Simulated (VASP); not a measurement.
# TaN (P6/mmm) in VASP: notebook, part 2 of 3

VASP 6.6.1. The steps go on from the part before.

### Step 3. Single point, PBEsol (11.01 Å³/atom)

This run uses another cell than the first one, of 11.01 Å³/atom.

File INCAR:

```
SYSTEM = TaN
ALGO = Normal
EDIFF = 1E-6
ENCUT = 600
GGA = PS
GGA_COMPAT = .FALSE.
ISIF = 2
ISMEAR = 0
LASPH = .TRUE.
LCHARG = .FALSE.
LREAL = .FALSE.
LWAVE = .FALSE.
NBANDS = 33
NELM = 120
PREC = Accurate
SIGMA = 0.1
```

File KPOINTS:

```
k-points
0
G
  12 12 12
  0 0 0
```

File POSCAR:

```
TaN
1.0
    5.1375393389      0.0000000000      0.0000000000
   -2.5687696695      4.4492395805      0.0000000000
    0.0000000000      0.0000000000      2.8906900497
Ta N
3 3
Direct
    0.0000000000      0.0000000000      0.0000000000
    0.3333333333      0.6666666667      0.5000000000
    0.6666666667      0.3333333333      0.5000000000
    0.5000000000      0.0000000000      0.0000000000
    0.5000000000      0.5000000000      0.0000000000
    0.0000000000      0.5000000000      0.0000000000
```

Potentials or basis: VASP PAW PBE potentials, release 64 (Ta_pv, N).

The run is started by

```sh
cat potpaw_PBE.64/Ta_pv/POTCAR potpaw_PBE.64/N/POTCAR > POTCAR
mpirun -np 1 vasp_std > vasp.out
```

OUTCAR:

```text
SYSTEM = TaN
   EDIFF = 1E-6
   ENCUT = 600
   GGA = PS
   ISIF = 2
   ISMEAR = 0
   LASPH = .TRUE.
   LREAL = .FALSE.
   NELM = 120
   PREC = Accurate

 ion  position               nearest neighbor table
   1  0.000  0.000  0.000-   4 2.57   4 2.57   5 2.57   5 2.57   6 2.57   6 2.57   3 3.30   3 3.30
                             2 3.30   2 3.30   2 3.30   3 3.30   2 3.30   3 3.30   2 3.30   3 3.30
   2  0.333  0.667  0.500-   6 2.07   6 2.07   4 2.07   4 2.07   5 2.07   5 2.07   3 2.97   3 2.97
                             3 2.97   1 3.30   1 3.30   1 3.30   1 3.30   1 3.30   1 3.30
   3  0.667  0.333  0.500-   6 2.07   6 2.07   4 2.07   4 2.07   5 2.07   5 2.07   2 2.97   2 2.97
                             2 2.97   1 3.30   1 3.30   1 3.30   1 3.30   1 3.30   1 3.30
   4  0.500  0.000  0.000-   2 2.07   3 2.07   2 2.07   3 2.07   1 2.57   1 2.57
   5  0.500  0.500  0.000-   2 2.07   3 2.07   2 2.07   3 2.07   1 2.57   1 2.57
   6  0.000  0.500  0.000-   2 2.07   3 2.07   2 2.07   3 2.07   1 2.57   1 2.57

  LATTYP: Found a hexagonal cell.
 ALAT       =     5.1375393389
 C/A-ratio  =     0.5626604215

  Lattice vectors:

 A1 = (   5.1375393389,   0.0000000000,   0.0000000000)
 A2 = (  -2.5687696695,   4.4492395805,   0.0000000000)
 A3 = (   0.0000000000,   0.0000000000,   2.8906900497)

Analysis of symmetry for initial positions (statically):
=====================================================================
 Subroutine PRICEL returns:
 Original cell was already a primitive cell.

 Routine SETGRP: Setting up the symmetry group for a
 hexagonal supercell.

 Subroutine GETGRP returns: Found 24 space group operations
 (whereof 24 operations were pure point group operations)
 out of a pool of 24 trial point group operations.

The static configuration has the point symmetry D_6h.

Analysis of symmetry for dynamics (positions and initial velocities):
=====================================================================
 Subroutine PRICEL returns:
 Original cell was already a primitive cell.

 Routine SETGRP: Setting up the symmetry group for a
 hexagonal supercell.

 Subroutine GETGRP returns: Found 24 space group operations
 (whereof 24 operations were pure point group operations)
 out of a pool of 24 trial point group operations.

The dynamic configuration has the point symmetry D_6h.

 Subroutine INISYM returns: Found 24 space group operations
 (whereof 24 operations are pure point group operations),
 and found     1 'primitive' translations

----------------------------------------------------------------------------------------

                                     Primitive cell

  volume of cell :      66.0758

  direct lattice vectors                    reciprocal lattice vectors
     5.137539339  0.000000000  0.000000000     0.194645712  0.112378754  0.000000000
    -2.568769669  4.449239580  0.000000000     0.000000000  0.224757508  0.000000000
     0.000000000  0.000000000  2.890690050     0.000000000  0.000000000  0.345938161

  length of vectors
     5.137539339  5.137539339  2.890690050     0.224757508  0.224757508  0.345938161

  position of ions in fractional coordinates (direct lattice)
     0.000000000  0.000000000  0.000000000
     0.333333333  0.666666667  0.500000000
     0.666666667  0.333333333  0.500000000
     0.500000000  0.000000000  0.000000000
     0.500000000  0.500000000  0.000000000
     0.000000000  0.500000000  0.000000000
[... 33 lines left out ...]

 Found    133 irreducible k-points:

 Following reciprocal coordinates:
            Coordinates               Weight
  0.000000  0.000000  0.000000      1.000000
  0.083333 -0.000000  0.000000      6.000000
  0.166667  0.000000  0.000000      6.000000
  0.250000 -0.000000  0.000000      6.000000
  0.333333  0.000000  0.000000      6.000000
  0.416667 -0.000000  0.000000      6.000000
[... 16 lines left out ...]
  0.250000 -0.000000  0.083333     12.000000
  0.333333  0.000000  0.083333     12.000000
 [... further k-points ...]
   k-points           NKPTS =    133   k-points in BZ     NKDIM =    133   number of bands    NBANDS=     33
   number of dos      NEDOS =    301   number of ions     NIONS =      6
   total plane-waves  NPLWV =  42336
   dimension x,y,z NGX =    42 NGY =   42 NGZ =   24
   dimension x,y,z NGXF=    84 NGYF=   84 NGZF=   48
   ions per type =               3   3
   NGX,Y,Z   is equivalent  to a cutoff of  13.59, 13.59, 13.80 a.u.
   NGXF,Y,Z  is equivalent  to a cutoff of  27.18, 27.18, 27.61 a.u.
 SYSTEM =  TaN
   PREC   = accura    normal or accurate (medium, high low for compatibility)
   ISTART =      0    job   : 0-new  1-cont  2-samecut
   ICHARG =      2    charge: 1-file 2-atom 10-const
   ISPIN  =      1    spin polarized calculation?
   LNONCOLLINEAR =      F non collinear calculations
   LSORBIT =      F    spin-orbit coupling
   LASPH  =      T    aspherical Exc in radial PAW
   ENCUT  =  600.0 eV  44.10 Ry    6.64 a.u.  10.26 10.26  5.77*2*pi/ulx,y,z
   NELM   =    120;   NELMIN=  2; NELMDL= -5     # of ELM steps
   EDIFF  = 0.1E-05   stopping-criterion for ELM
   LREAL  =      F    real-space projection
[... 7 lines left out ...]
   TEBEG  =    0.0;   TEEND  =   0.0 temperature during run
   PSTRESS=    0.0 pullay stress
   NELECT =      48.0000    total number of electrons
   NUPDOWN=      -1.0000    fix difference up-down
   EMIN   =  10.00;   EMAX   =-10.00  energy-range for DOS
   EFERMI =   0.00;   METHOD = LEGACY
   ISMEAR =     0;   SIGMA  =   0.10  broadening in eV -4-tet -1-fermi 0-gaus
   EFERMI_NEDOS =   21; number of points for ismear=-14 and -15
   IALGO  =     38    algorithm
   IMIX   =      4    mixing-type and parameters
     AMIX     =   0.40;   BMIX     =  1.00
     AMIX_MAG =   1.60;   BMIX_MAG =  1.00
  volume/ion in A,a.u.               =      11.01        74.32
  Fermi-wavevector in a.u.,A,eV,Ry     =   1.471661  2.781036 29.467305  2.165786
  Thomas-Fermi vector in A             =   2.586770
   LORBIT       =      0    0 simple, 1 ext, 2 COOP (PROOUT), +10 PAW based schemes
   GGA     = PS    functional components
   LHFCALC =     F    Hartree Fock is set to
   AEXX    =    0.0000 exact exchange contribution
   IVDW    =     0    specifies the selected vdW correction
   LEPSILON=     F    determine dielectric tensor
   LRPA    =     F    only Hartree local field effects (RPA)
 non-spin polarized calculation
 Gauss-broadening in eV      SIGMA  =   0.10
  energy-cutoff  :      600.00
  volume of cell :       66.08
 maximum number of plane-waves:      2232
 NGX is ok and might be reduce to    42
   NGX = 21   NGY = 21   NGZ = 11

 number of electron      48.0000002 magnetization

 Free energy of the ion-electron system (eV)
  ---------------------------------------------------
  ext. energy  EPLUGINS =         0.00000000
  ---------------------------------------------------
  free energy    TOTEN  =       -68.63999517 eV

  energy without entropy =      -68.63661720  energy(sigma->0) =      -68.63830618

 E-fermi :   8.3558     XC(G=0): -13.3390

 val. band max:        8.3455517001   @ k =   0.1667   0.0000   0.2500
 cond. band min:       8.3625160165   @ k =   0.1667   0.0000   0.1667
 fundamental gap:      0.0169643164
 Fermi energy:         8.3558062686

 k-point     1 :       0.0000    0.0000    0.0000
  band No.  band energies     occupation
      1     -27.8039      2.00000
      2     -27.8039      2.00000
      3     -27.3869      2.00000
      4     -27.3869      2.00000
      5     -27.1522      2.00000
      6     -27.0438      2.00000
[... 853 lines left out ...]
     32      12.1309      0.00000
     33      12.1760      0.00000

 [... further k-points ...]

------------------------ aborting loop because EDIFF is reached ----------------------------------------

  FORCE on cell =-STRESS in cart. coord.  units (eV):
  Direction    XX          YY          ZZ          XY          YZ          ZX
  --------------------------------------------------------------------------------------
  -------------------------------------------------------------------------------------
  Total        4.3735198      4.3735198      4.5231032     -0.0000000      0.0000000     -0.0000000
  in kB      106.0471984    106.0471984    109.6742323     -0.0000000      0.0000000     -0.0000000
  external PRESSURE =     107.2562097 kB  Pullay stress =       0.0000000 kB

 VOLUME and BASIS-vectors are now :
 -----------------------------------------------------------------------------
  energy-cutoff  :      600.00
  volume of cell :       66.08
      direct lattice vectors                 reciprocal lattice vectors
     5.137539339  0.000000000  0.000000000     0.194645712  0.112378754  0.000000000
    -2.568769669  4.449239580  0.000000000     0.000000000  0.224757508  0.000000000
     0.000000000  0.000000000  2.890690050     0.000000000  0.000000000  0.345938161

 POSITION                                       TOTAL-FORCE (eV/Angst)
 -----------------------------------------------------------------------------------
      0.00000      0.00000      0.00000         0.000000      0.000000      0.000000
     -0.00000      2.96616      1.44535        -0.000000      0.000000     -0.000000
      2.56877      1.48308      1.44535         0.000000      0.000000      0.000000
      2.56877      0.00000      0.00000         0.000000      0.000000      0.000000
      1.28438      2.22462      0.00000         0.000000      0.000000      0.000000
     -1.28438      2.22462      0.00000         0.000000      0.000000      0.000000
 -----------------------------------------------------------------------------------
    total drift:                                0.000000      0.000000     -0.000000

  FREE ENERGIE OF THE ION-ELECTRON SYSTEM (eV)
  ---------------------------------------------------
  free  energy   TOTEN  =       -68.6399951666 eV

  energy  without entropy=      -68.6366172006  energy(sigma->0) =      -68.63830618
```

OSZICAR:

```text
N       E                     dE             d eps       ncg     rms          rms(c)
DAV:   1     0.477591194199E+03    0.47759E+03   -0.28158E+04  8778   0.170E+03
DAV:   2    -0.452351928611E+02   -0.52283E+03   -0.49791E+03  9987   0.488E+02
DAV:   3    -0.778931589365E+02   -0.32658E+02   -0.31909E+02 10741   0.118E+02
DAV:   4    -0.786054226090E+02   -0.71226E+00   -0.70561E+00 11013   0.167E+01
DAV:   5    -0.786217414941E+02   -0.16319E-01   -0.16296E-01 11136   0.199E+00    0.488E+01
DAV:   6    -0.692161771948E+02    0.94056E+01   -0.43152E+01 11399   0.383E+01    0.212E+01
DAV:   7    -0.688363024766E+02    0.37987E+00   -0.34091E+00 11358   0.142E+01    0.120E+01
DAV:   8    -0.686705414463E+02    0.16576E+00   -0.63156E-01 10947   0.520E+00    0.375E+00
DAV:   9    -0.686415368929E+02    0.29005E-01   -0.76954E-02 10842   0.267E+00    0.448E-01
DAV:  10    -0.686403530608E+02    0.11838E-02   -0.15957E-02 11360   0.749E-01    0.209E-01
DAV:  11    -0.686400109166E+02    0.34214E-03   -0.25600E-03 10987   0.352E-01    0.464E-02
DAV:  12    -0.686399964023E+02    0.14514E-04   -0.16554E-04 11193   0.930E-02    0.185E-02
DAV:  13    -0.686399950418E+02    0.13605E-05   -0.86561E-06 10913   0.230E-02    0.465E-03
DAV:  14    -0.686399951666E+02   -0.12478E-06   -0.79483E-07  6155   0.582E-03
   1 F= -.68639995E+02 E0= -.68638306E+02  d E =-.337797E-02
```

stdout:

```text
POSCAR found type information on POSCAR TaN
 POSCAR found :  2 types and       6 ions
 scaLAPACK will be used
 -----------------------------------------------------------------------------
|                                                                             |
|                                                                             |
|     You enforced a specific xc type in the INCAR file but a different       |
|     I HOPE YOU KNOW WHAT YOU ARE DOING!                                     |
|                                                                             |
 -----------------------------------------------------------------------------

 LDA part: xc-table for (Slater+PW92), standard interpolation
 POSCAR, INCAR and KPOINTS ok, starting setup
 FFT: planning ... GRIDC
 FFT: planning ... GRID_SOFT
 FFT: planning ... GRID
 WAVECAR not read
 entering main loop
```

Wall time 2.1 min (1 thread of Intel Xeon 6975P-C (Granite Rapids), shared host); peak memory 0.39 GiB.

Results:

| Property | Result |
| --- | --- |
| Free energy | -68.6400 eV |
| Pressure | 10.7 GPa |
| Band gap on the k mesh | zero (bands 24 and 25 overlap by 2.28 eV) |

Caveat: the cell stands under pressure; the PAW data sets were made with another functional, which shifts forces and pressure a little; spin-orbit coupling is left out, which moves the levels of the heavy elements.

### Step 4. Single point, PBEsol

This run uses another cell than the first one, of 11.35 Å³/atom.

File INCAR:

```
SYSTEM = TaN
PREC     = Accurate       ! precision mode
ENCUT    = 600            ! plane-wave cutoff, eV
EDIFF    = 1E-6           ! SCF threshold, eV
ISMEAR   = 0              ! smearing method
SIGMA    = 0.1            ! smearing width, eV
LREAL    = .FALSE.        ! projectors in reciprocal space
LASPH    = .TRUE.         ! aspherical terms in the spheres
NELM     = 120            ! most SCF steps
ALGO     = Normal         ! electronic algorithm
ISIF     = 2              ! what is computed and relaxed
LWAVE    = .FALSE.        ! write WAVECAR
LCHARG   = .FALSE.        ! write CHGCAR
GGA      = PS             ! functional
NBANDS   = 33             ! bands
GGA_COMPAT= .FALSE.
```

File KPOINTS:

```
Automatic mesh
0
G
  12 12 12
  0 0 0
```

Edit POSCAR of step 3 so:

```diff
@@ -2,5 +2,5 @@
 1.0
-    5.1375393389      0.0000000000      0.0000000000
-   -2.5687696695      4.4492395805      0.0000000000
-    0.0000000000      0.0000000000      2.8906900497
+    5.2047899064      0.0000000000      0.0000000000
+   -2.6023949532      4.5074802803      0.0000000000
+    0.0000000000      0.0000000000      2.9035793999
 Ta N
```

Potentials or basis: VASP PAW PBE potentials, release 64 (Ta_pv, N).

The run is started by

```sh
cat potpaw_PBE.64/Ta_pv/POTCAR potpaw_PBE.64/N/POTCAR > POTCAR
mpirun -np 1 vasp_std > vasp.out
```

OUTCAR:

```text
SYSTEM = TaN
   PREC = Accurate
   ENCUT = 600
   EDIFF = 1E-6
   ISMEAR = 0
   LREAL = .FALSE.
   LASPH = .TRUE.
   NELM = 120
   ISIF = 2
   GGA = PS

 ion  position               nearest neighbor table
   1  0.000  0.000  0.000-   5 2.60   6 2.60   6 2.60   5 2.60   4 2.60   4 2.60   3 3.34   3 3.34
                             2 3.34   2 3.34   2 3.34   3 3.34   2 3.34   3 3.34   2 3.34   3 3.34
   2  0.333  0.667  0.500-   4 2.09   4 2.09   6 2.09   6 2.09   5 2.09   5 2.09   3 3.00   3 3.00
                             3 3.00   1 3.34   1 3.34   1 3.34   1 3.34   1 3.34   1 3.34
   3  0.667  0.333  0.500-   4 2.09   4 2.09   6 2.09   6 2.09   5 2.09   5 2.09   2 3.00   2 3.00
                             2 3.00   1 3.34   1 3.34   1 3.34   1 3.34   1 3.34   1 3.34
[... 1077 lines left out ...]
  in kB        7.6055330      7.6055330     10.8161106      0.0000000      0.0000000      0.0000000
  external PRESSURE =       8.6757255 kB  Pullay stress =       0.0000000 kB

 VOLUME and BASIS-vectors are now :
 -----------------------------------------------------------------------------
  energy-cutoff  :      600.00
  volume of cell :       68.12
      direct lattice vectors                 reciprocal lattice vectors
     5.204789906  0.000000000  0.000000000     0.192130714  0.110926719  0.000000000
    -2.602394953  4.507480280  0.000000000     0.000000000  0.221853439  0.000000000
     0.000000000  0.000000000  2.903579400     0.000000000  0.000000000  0.344402499

 POSITION                                       TOTAL-FORCE (eV/Angst)
 -----------------------------------------------------------------------------------
      0.00000      0.00000      0.00000        -0.000000      0.000000     -0.000000
     -0.00000      3.00499      1.45179         0.000000      0.000000      0.000000
      2.60239      1.50249      1.45179        -0.000000     -0.000000     -0.000000
      2.60239      0.00000      0.00000         0.000000      0.000000     -0.000000
      1.30120      2.25374      0.00000         0.000000      0.000000     -0.000000
     -1.30120      2.25374      0.00000        -0.000000      0.000000     -0.000000
 -----------------------------------------------------------------------------------
    total drift:                                0.000000      0.000000     -0.000000

  FREE ENERGIE OF THE ION-ELECTRON SYSTEM (eV)
  ---------------------------------------------------
  free  energy   TOTEN  =       -68.7141961398 eV

  energy  without entropy=      -68.7109685118  energy(sigma->0) =      -68.71258233
```

OSZICAR:

```text
N       E                     dE             d eps       ncg     rms          rms(c)
DAV:   1     0.474903666745E+03    0.47490E+03   -0.28184E+04  8778   0.170E+03
DAV:   2    -0.453767239950E+02   -0.52028E+03   -0.49561E+03  9883   0.484E+02
DAV:   3    -0.779727579670E+02   -0.32596E+02   -0.31861E+02 10790   0.117E+02
DAV:   4    -0.786928753764E+02   -0.72012E+00   -0.71302E+00 11130   0.165E+01
DAV:   5    -0.787083894902E+02   -0.15514E-01   -0.15495E-01 11029   0.196E+00    0.462E+01
DAV:   6    -0.693307327610E+02    0.93777E+01   -0.44486E+01 11358   0.381E+01    0.200E+01
DAV:   7    -0.689185509249E+02    0.41218E+00   -0.35574E+00 11396   0.141E+01    0.115E+01
DAV:   8    -0.687505862370E+02    0.16796E+00   -0.69002E-01 11051   0.520E+00    0.381E+00
DAV:   9    -0.687159085775E+02    0.34678E-01   -0.90620E-02 10998   0.285E+00    0.467E-01
DAV:  10    -0.687145861484E+02    0.13224E-02   -0.17827E-02 11320   0.753E-01    0.214E-01
DAV:  11    -0.687142192217E+02    0.36693E-03   -0.28751E-03 11092   0.352E-01    0.494E-02
DAV:  12    -0.687141970845E+02    0.22137E-04   -0.20728E-04 11246   0.979E-02    0.192E-02
DAV:  13    -0.687141959785E+02    0.11060E-05   -0.97390E-06 10816   0.232E-02    0.466E-03
DAV:  14    -0.687141961398E+02   -0.16128E-06   -0.92737E-07  6683   0.607E-03
   1 F= -.68714196E+02 E0= -.68712582E+02  d E =-.322763E-02
```

It took 2.2 min on 1 thread of Intel Xeon 6975P-C (Granite Rapids), shared host; peak memory 0.42 GiB.

Results:

```yaml
Free_energy: -68.7142 eV
Pressure: 0.9 GPa
Band_gap_on_the_k_mesh: zero (bands 24 and 25 overlap by 2.19 eV)
```

Stress tensor (GPa, compression positive):
```
0.76 0.00 0.00
0.00 0.76 0.00
0.00 0.00 1.08
```

Caveat: the PAW data sets were made with another functional, which shifts forces and pressure a little; spin-orbit coupling is left out, which moves the levels of the heavy elements.

### Step 5. Single point, PBEsol (11.69 Å³/atom)

This run uses another cell than the first one, of 11.69 Å³/atom.

File INCAR:

```
SYSTEM = TaN
  ALGO = Normal
  EDIFF = 1E-6
  ENCUT = 600
  GGA = PS
  GGA_COMPAT = .False.
  ISIF = 2
  ISMEAR = 0
  LASPH = .True.
  LCHARG = .False.
  LREAL = .False.
  LWAVE = .False.
  NBANDS = 33
  NELM = 120
  PREC = Accurate
  SIGMA = 0.1
```

File KPOINTS:

```
k-points
0
Gamma
  12 12 12
  0 0 0
```

Edit POSCAR of step 4 so:

```diff
@@ -2,5 +2,5 @@
 1.0
-    5.2047899064      0.0000000000      0.0000000000
-   -2.6023949532      4.5074802803      0.0000000000
-    0.0000000000      0.0000000000      2.9035793999
+    5.2701032154      0.0000000000      0.0000000000
+   -2.6350516077      4.5640432651      0.0000000000
+    0.0000000000      0.0000000000      2.9170179173
 Ta N
```

The run is started by

```sh
cat potpaw_PBE.64/Ta_pv/POTCAR potpaw_PBE.64/N/POTCAR > POTCAR
mpirun -np 1 vasp_std > vasp.out
```

Run time: 2.3 min. Hardware: 1 thread of Intel Xeon 6975P-C (Granite Rapids), shared host; peak memory 0.42 GiB.

The run converged. Its results:

- Free energy: -68.6721 eV
- Pressure: -7.6 GPa
- Band gap on the k mesh: zero (bands 24 and 25 overlap by 2.11 eV)

Stress tensor (GPa, compression positive):
```
-7.65  0.00  0.00
 0.00 -7.65  0.00
 0.00  0.00 -7.47
```

Levels at points of the mesh, in eV from the Fermi level:
```
           k point  band 22  band 23  band 24  band 25  band 26  band 27
(0.00, 0.00, 0.00)    -2.48    -2.14    -1.27    -1.27     0.84     0.84
(0.50, 0.00, 0.00)    -2.97    -1.73    -0.79     1.18     1.73     1.76
(0.00, 0.00, 0.50)    -3.10    -1.90     0.79     0.79     1.54     1.54
(0.50, 0.00, 0.50)    -3.02    -2.08    -1.23     0.96     1.24     2.96
```

Caveat: the cell stands under tension; the PAW data sets were made with another functional, which shifts forces and pressure a little; spin-orbit coupling is left out, which moves the levels of the heavy elements.

(Continued in part 3 of 3.)
